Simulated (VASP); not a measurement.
# Re (R-3m) in VASP: a series of runs

Runs on Re. Level: PBE. Tasks: electric field gradients.

Program: VASP 6.6.1. These are calculated values, not measurements. Logs are shortened: lines on timing, memory, paths and dates and some standing lists are left out, and cuts for length are marked.

## Step 1: The cell of the first run

The structure is trigonal, space group R-3m (No. 166). The conventional cell has a = 2.768 Å, b = 2.768 Å, c = 20.096 Å, α = 90.00°, β = 90.00°, γ = 120.00°. Re (site symmetry -3m) has 12 Re at 2.75 to 2.77 Å within 3.6 Å. Within 3.6 Å of Re (site symmetry 3m) lie 12 Re at 2.74 to 2.77 Å.

## Step 2: Electric field gradients, PBE

File INCAR:

```
  ALGO = Normal
  EDIFF = 1E-8
  ENCUT = 520
  GGA = PE
  ISIF = 2
  ISMEAR = -1
  LASPH = T
  LCHARG = F
  LEFG = T
  LREAL = F
  LWAVE = F
  NBANDS = 18
  NELM = 60
  PREC = Accurate
  SIGMA = 0.05
```

File KPOINTS:

```
k-points
0
Gamma
  15 15 15
```

File POSCAR:

```
Re
1.0
    1.3839231524      0.7990084046      6.6986080885
   -1.3839231524      0.7990084046      6.6986080885
    0.0000000000     -1.5980168092      6.6986080885
Re
3
Direct
    0.0000000000      0.0000000000      0.0000000000
    0.2221738800      0.2221738800      0.2221738800
    0.7778261200      0.7778261200      0.7778261200
```

Potentials or basis: VASP PAW PBE potentials, release 64 (Re).

Run with:

```sh
$ cat potpaw_PBE.64/Re/POTCAR > POTCAR
$ mpirun -np 1 vasp_std > vasp.out
```

OUTCAR:

```text
EDIFF = 1E-8
   ENCUT = 520
   GGA = PE
   ISIF = 2
   ISMEAR = -1
   LASPH = T
   LREAL = F
   NELM = 60
   PREC = Accurate

 ion  position               nearest neighbor table
   1  0.000  0.000  0.000-   3 2.75   3 2.75   2 2.75   2 2.75   3 2.75   2 2.75
   2  0.222  0.222  0.222-   3 2.74   3 2.74   3 2.74   1 2.75   1 2.75   1 2.75
   3  0.778  0.778  0.778-   2 2.74   2 2.74   2 2.74   1 2.75   1 2.75   1 2.75

  LATTYP: Found a trigonal (rhomboedric) cell.
 ALAT       =     6.8865817388
 COS(alpha) =     0.9192306603

  Lattice vectors:

 A1 = (   1.3839231524,   0.7990084046,   6.6986080885)
 A2 = (  -1.3839231524,   0.7990084046,   6.6986080885)
 A3 = (   0.0000000000,  -1.5980168092,   6.6986080885)

Analysis of symmetry for initial positions (statically):
=====================================================================
 Subroutine PRICEL returns:
 Original cell was already a primitive cell.

 Routine SETGRP: Setting up the symmetry group for a
 trigonal (rhombohedral) supercell.

 Subroutine GETGRP returns: Found 12 space group operations
 (whereof 12 operations were pure point group operations)
 out of a pool of 12 trial point group operations.

The static configuration has the point symmetry D_3d.

Analysis of symmetry for dynamics (positions and initial velocities):
=====================================================================
 Subroutine PRICEL returns:
 Original cell was already a primitive cell.

 Routine SETGRP: Setting up the symmetry group for a
 trigonal (rhombohedral) supercell.

 Subroutine GETGRP returns: Found 12 space group operations
 (whereof 12 operations were pure point group operations)
 out of a pool of 12 trial point group operations.

The dynamic configuration has the point symmetry D_3d.

 Subroutine INISYM returns: Found 12 space group operations
 (whereof 12 operations are pure point group operations),
 and found     1 'primitive' translations

----------------------------------------------------------------------------------------

                                     Primitive cell

  volume of cell :      44.4426

  direct lattice vectors                    reciprocal lattice vectors
     1.383923152  0.799008405  6.698608089     0.361291737  0.208591882  0.049761582
[... 127 lines left out ...]

 Free energy of the ion-electron system (eV)
  ---------------------------------------------------
  ext. energy  EPLUGINS =         0.00000000
  ---------------------------------------------------
  free energy    TOTEN  =       -37.25143806 eV

  energy without entropy =      -37.23083672  energy(sigma->0) =      -37.24113739

 E-fermi :   7.8936     XC(G=0): -13.6930

 val. band max:        7.8921825207   @ k =  -0.1333  -0.1333   0.0667
 cond. band min:       7.8960842695   @ k =  -0.4000   0.3333   0.0667
 fundamental gap:      0.0039017488
 Fermi energy:         7.8936429119

 k-point     1 :       0.0000    0.0000    0.0000
  band No.  band energies     occupation
      1      -2.0181      2.00000
      2       1.0428      2.00000
      3       1.1045      2.00000
      4       5.9486      2.00000
      5       5.9486      2.00000
      6       6.0749      2.00000
[... 481 lines left out ...]
      5       4.6148      2.00000
      6       5.1711      2.00000
[... 10 lines left out ...]
     17      11.6735      0.00000
     18      12.6537      0.00000

 [... further k-points ...]
[... 5 lines left out ...]
  --------------------------------------------------------------------------------------
  -------------------------------------------------------------------------------------
  Total        0.9394497      0.9394497      0.7017849      0.0000000      0.0000000      0.0000000
  in kB       33.8676439     33.8676439     25.2997038      0.0000000      0.0000000      0.0000000
  external PRESSURE =      31.0116639 kB  Pullay stress =       0.0000000 kB

 VOLUME and BASIS-vectors are now :
 -----------------------------------------------------------------------------
  energy-cutoff  :      520.00
  volume of cell :       44.44
      direct lattice vectors                 reciprocal lattice vectors
     1.383923152  0.799008405  6.698608089     0.361291737  0.208591882  0.049761582
    -1.383923152  0.799008405  6.698608089    -0.361291737  0.208591882  0.049761582
     0.000000000 -1.598016809  6.698608089     0.000000000 -0.417183764  0.049761582

 POSITION                                       TOTAL-FORCE (eV/Angst)
 -----------------------------------------------------------------------------------
      0.00000      0.00000      0.00000         0.000000     -0.000000      0.000000
      0.00000      0.00000      4.46477         0.000000      0.000000     -0.021604
      0.00000      0.00000     15.63106         0.000000     -0.000000      0.021604
 -----------------------------------------------------------------------------------
    total drift:                                0.000000      0.000000     -0.000000

  FREE ENERGIE OF THE ION-ELECTRON SYSTEM (eV)
  ---------------------------------------------------
  free  energy   TOTEN  =       -37.2514380633 eV

  energy  without entropy=      -37.2308367185  energy(sigma->0) =      -37.24113739

 Electric field gradients (V/A^2)
---------------------------------------------------------------------
 ion       V_xx      V_yy      V_zz      V_xy      V_xz      V_yz
---------------------------------------------------------------------
   1      40.418    40.418   -80.836     0.000     0.000     0.000
   2      17.803    17.803   -35.606    -0.000    -0.000    -0.000
   3      17.803    17.803   -35.606    -0.000     0.000    -0.000
---------------------------------------------------------------------

 Electric field gradients after diagonalization (V/A^2)
 (convention: |V_zz| > |V_xx| > |V_yy|)
----------------------------------------------------------------------
 ion       V_xx      V_yy      V_zz     asymmetry (V_yy - V_xx)/ V_zz
----------------------------------------------------------------------
   1      40.418    40.418   -80.836       0.000
   2      17.803    17.803   -35.606       0.000
   3      17.803    17.803   -35.606       0.000
----------------------------------------------------------------------

           NMR quadrupolar parameters

 Cq : quadrupolar parameter    Cq=e*Q*V_zz/h
 eta: asymmetry parameters     (V_yy - V_xx)/ V_zz
 Q  : nuclear electric quadrupole moment in mb (millibarn)
----------------------------------------------------------------------
 ion       Cq(MHz)       eta       Q (mb)
----------------------------------------------------------------------
   1      -0.195       0.000       1.000
   2      -0.086       0.000       1.000
   3      -0.086       0.000       1.000
----------------------------------------------------------------------
```

OSZICAR:

```text
N       E                     dE             d eps       ncg     rms          rms(c)
DAV:   1     0.730297472134E+02    0.73030E+02   -0.96923E+03 23834   0.140E+03
DAV:   2    -0.311774241071E+02   -0.10421E+03   -0.95191E+02 22848   0.408E+02
DAV:   3    -0.388364475904E+02   -0.76590E+01   -0.66228E+01 20140   0.216E+02
DAV:   4    -0.393417124920E+02   -0.50526E+00   -0.47463E+00 21064   0.361E+01
DAV:   5    -0.393613475418E+02   -0.19635E-01   -0.19379E-01 20700   0.623E+00    0.516E+01
DAV:   6    -0.378075925271E+02    0.15538E+01   -0.14948E+00 20670   0.301E+01    0.209E+01
DAV:   7    -0.373985624619E+02    0.40903E+00   -0.18414E+00 24450   0.307E+01    0.282E+00
DAV:   8    -0.372652938093E+02    0.13327E+00   -0.58945E-01 23816   0.157E+01    0.637E-01
DAV:   9    -0.372524542164E+02    0.12840E-01   -0.24411E-02 19688   0.145E+00    0.270E-01
DAV:  10    -0.372514549704E+02    0.99925E-03   -0.18757E-03 23368   0.885E-01    0.979E-02
DAV:  11    -0.372514458749E+02    0.90955E-05   -0.76889E-05 21142   0.868E-02    0.627E-02
DAV:  12    -0.372514387046E+02    0.71702E-05   -0.43591E-05 19650   0.576E-02    0.103E-02
DAV:  13    -0.372514389884E+02   -0.28380E-06   -0.23477E-06 21528   0.270E-02    0.828E-03
DAV:  14    -0.372514382875E+02    0.70096E-06   -0.50187E-07 20360   0.983E-03    0.487E-03
DAV:  15    -0.372514381940E+02    0.93444E-07   -0.13009E-07 14474   0.770E-03    0.140E-03
DAV:  16    -0.372514380984E+02    0.95670E-07   -0.40783E-08 11832   0.274E-03    0.498E-04
DAV:  17    -0.372514380727E+02    0.25627E-07   -0.45086E-09  7764   0.203E-03    0.494E-04
DAV:  18    -0.372514380633E+02    0.94221E-08   -0.28528E-09  7392   0.131E-03
   1 F= -.37251438E+02 E0= -.37241137E+02  d E =-.206013E-01
```

Wall time 14 min (1 thread of Intel Xeon 6975P-C (Granite Rapids), shared host); peak memory 0.55 GiB.

What came out:

- Free energy: -37.2514 eV
- Pressure: 3.1 GPa
- Largest force: 0.022 eV/Å
- Band gap on the k mesh: zero (an odd number of electrons rules out a gap without spin polarisation)
- Largest electric field gradient by atom: Re -80.8, -35.6 (each value once) V/Å²

Forces in eV/Å, atoms in the order of the input:
```
Re   0.000  0.000  0.000
Re   0.000  0.000 -0.022
Re   0.000  0.000  0.022
```

Stress tensor (GPa, compression positive):
```
3.39 0.00 0.00
0.00 3.39 0.00
0.00 0.00 2.53
```

Levels at points of the mesh, in eV from the Fermi level:
```
           k point  band 7  band 8  band 9  band 10  band 11  band 12  band 13  band 14
(0.00, 0.00, 0.00)   -1.77   -1.61   -1.54    -1.54    -1.15    -1.15     0.55     0.55
```

Electric field gradients, principal values (V/Å²):
| atom | least | middle | greatest (by size) |
| --- | --- | --- | --- |
| 1 Re | 40.418 | 40.418 | -80.836 |
| 2 Re | 17.803 | 17.803 | -35.606 |
| 3 Re | 17.803 | 17.803 | -35.606 |

Caveat: the cell stands under pressure; without QUAD_EFG the Cq values of the log hold for a quadrupole moment of 1 mb, not for the nuclei; spin-orbit coupling is left out, which moves the levels of the heavy elements.

## Step 3: Electric field gradients, PBE (zz strain of +2 %)

File INCAR:

```
PREC = Accurate
ENCUT = 520
EDIFF = 1E-8
ISMEAR = -1
SIGMA = 0.05
LREAL = False
LASPH = True
NELM = 100
ALGO = Normal
ISIF = 2
LWAVE = False
LCHARG = False
GGA = PE
LEFG = True
NBANDS = 18
```

File KPOINTS:

```
regular mesh
0
Gamma
  15 15 15
```

File POSCAR:

```
Re
1.0
    1.3839231524      0.7990084046      6.8325802503
   -1.3839231524      0.7990084046      6.8325802503
    0.0000000000     -1.5980168092      6.8325802503
Re
3
Direct
    0.0000000000      0.0000000000      0.0000000000
    0.2221738800      0.2221738800      0.2221738800
    0.7778261200      0.7778261200      0.7778261200
```

Potentials or basis: VASP PAW PBE potentials, release 64 (Re).

Run with:

```sh
$ cat potpaw_PBE.64/Re/POTCAR > POTCAR
$ mpirun -np 1 vasp_std > vasp.out
```

OUTCAR:

```text
PREC = Accurate
   ENCUT = 520
   EDIFF = 1E-8
   ISMEAR = -1
   LREAL = False
   LASPH = True
   NELM = 100
   ISIF = 2
   GGA = PE

 ion  position               nearest neighbor table
   1  0.000  0.000  0.000-   3 2.78   3 2.78   2 2.78   2 2.78   3 2.78   2 2.78
   2  0.222  0.222  0.222-   3 2.78   3 2.78   3 2.78   1 2.78   1 2.78   1 2.78
   3  0.778  0.778  0.778-   2 2.78   2 2.78   2 2.78   1 2.78   1 2.78   1 2.78

  LATTYP: Found a trigonal (rhomboedric) cell.
 ALAT       =     7.0169659112
 COS(alpha) =     0.9222043682

  Lattice vectors:

 A1 = (   1.3839231524,   0.7990084046,   6.8325802503)
 A2 = (  -1.3839231524,   0.7990084046,   6.8325802503)
 A3 = (   0.0000000000,  -1.5980168092,   6.8325802503)

Analysis of symmetry for initial positions (statically):
=====================================================================
 Subroutine PRICEL returns:
 Original cell was already a primitive cell.
[... 702 lines left out ...]
     0.000000000 -1.598016809  6.832580250     0.000000000 -0.417183764  0.048785864

 POSITION                                       TOTAL-FORCE (eV/Angst)
 -----------------------------------------------------------------------------------
      0.00000      0.00000      0.00000         0.000000     -0.000000      0.000000
      0.00000      0.00000      4.55406         0.000000      0.000000     -0.065256
      0.00000      0.00000     15.94368         0.000000      0.000000      0.065256
 -----------------------------------------------------------------------------------
    total drift:                                0.000000     -0.000000     -0.000000

  FREE ENERGIE OF THE ION-ELECTRON SYSTEM (eV)
  ---------------------------------------------------
  free  energy   TOTEN  =       -37.2303443518 eV

  energy  without entropy=      -37.2080882736  energy(sigma->0) =      -37.21921631

 Electric field gradients (V/A^2)
---------------------------------------------------------------------
 ion       V_xx      V_yy      V_zz      V_xy      V_xz      V_yz
---------------------------------------------------------------------
   1      16.759    16.759   -33.518     0.000     0.000     0.000
   2      -2.326    -2.326     4.651    -0.000     0.000    -0.000
   3      -2.326    -2.326     4.651     0.000     0.000    -0.000
---------------------------------------------------------------------

 Electric field gradients after diagonalization (V/A^2)
 (convention: |V_zz| > |V_xx| > |V_yy|)
----------------------------------------------------------------------
 ion       V_xx      V_yy      V_zz     asymmetry (V_yy - V_xx)/ V_zz
----------------------------------------------------------------------
   1      16.759    16.759   -33.518       0.000
   2      -2.326    -2.326     4.651       0.000
   3      -2.326    -2.326     4.651       0.000
----------------------------------------------------------------------

           NMR quadrupolar parameters

 Cq : quadrupolar parameter    Cq=e*Q*V_zz/h
 eta: asymmetry parameters     (V_yy - V_xx)/ V_zz
 Q  : nuclear electric quadrupole moment in mb (millibarn)
----------------------------------------------------------------------
 ion       Cq(MHz)       eta       Q (mb)
----------------------------------------------------------------------
   1      -0.081       0.000       1.000
   2       0.011       0.000       1.000
   3       0.011       0.000       1.000
----------------------------------------------------------------------
```

OSZICAR:

```text
N       E                     dE             d eps       ncg     rms          rms(c)
DAV:   1     0.707385051168E+02    0.70739E+02   -0.96597E+03 23878   0.139E+03
DAV:   2    -0.311524834287E+02   -0.10189E+03   -0.93191E+02 22900   0.400E+02
DAV:   3    -0.388332585246E+02   -0.76808E+01   -0.66282E+01 20222   0.212E+02
DAV:   4    -0.393736442158E+02   -0.54039E+00   -0.50498E+00 21076   0.369E+01
DAV:   5    -0.393980664545E+02   -0.24422E-01   -0.23950E-01 20820   0.679E+00    0.497E+01
DAV:   6    -0.377817591888E+02    0.16163E+01   -0.16029E+00 20646   0.312E+01    0.195E+01
DAV:   7    -0.373526967994E+02    0.42906E+00   -0.17171E+00 24244   0.293E+01    0.248E+00
DAV:   8    -0.372455473521E+02    0.10715E+00   -0.51347E-01 23722   0.141E+01    0.716E-01
DAV:   9    -0.372313228370E+02    0.14225E-01   -0.22333E-02 20292   0.163E+00    0.319E-01
DAV:  10    -0.372303371544E+02    0.98568E-03   -0.21708E-03 23466   0.849E-01    0.966E-02
DAV:  11    -0.372303465295E+02   -0.93751E-05   -0.52824E-05 20592   0.728E-02    0.728E-02
DAV:  12    -0.372303447725E+02    0.17570E-05   -0.53502E-05 20870   0.732E-02    0.820E-03
DAV:  13    -0.372303456114E+02   -0.83896E-06   -0.24082E-06 21314   0.248E-02    0.772E-03
DAV:  14    -0.372303450742E+02    0.53728E-06   -0.42904E-07 20914   0.131E-02    0.613E-03
DAV:  15    -0.372303445862E+02    0.48800E-06   -0.24286E-07 19616   0.768E-03    0.217E-03
DAV:  16    -0.372303443605E+02    0.22567E-06   -0.19898E-08  9084   0.407E-03    0.558E-04
DAV:  17    -0.372303443518E+02    0.87259E-08   -0.95425E-09  7910   0.166E-03
   1 F= -.37230344E+02 E0= -.37219216E+02  d E =-.222561E-01
```

Run time: 29 min. Hardware: 1 thread of Intel Xeon Platinum 8259CL at 2.50GHz (Skylake/Cascade Lake), shared host; peak memory 0.55 GiB.

Results:

- Free energy: -37.2303 eV
- Pressure: -4.1 GPa
- Largest force: 0.065 eV/Å
- Band gap on the k mesh: zero (an odd number of electrons rules out a gap without spin polarisation)
- Largest electric field gradient by atom: Re -33.5, +4.7 (each value once) V/Å²

Forces in eV/Å, atoms in the order of the input:
```
Re   0.000  0.000  0.000
Re   0.000  0.000 -0.065
Re   0.000  0.000  0.065
```

Electric field gradients, principal values (V/Å²):
```
atom   least  middle  greatest (by size)
1 Re  16.759  16.759             -33.518
2 Re  -2.326  -2.326               4.651
3 Re  -2.326  -2.326               4.651
```

Caveat: the cell differs from its parent crystal (zz strain of +2 %); the cell stands under tension; without QUAD_EFG the Cq values of the log hold for a quadrupole moment of 1 mb, not for the nuclei; spin-orbit coupling is left out, which moves the levels of the heavy elements.
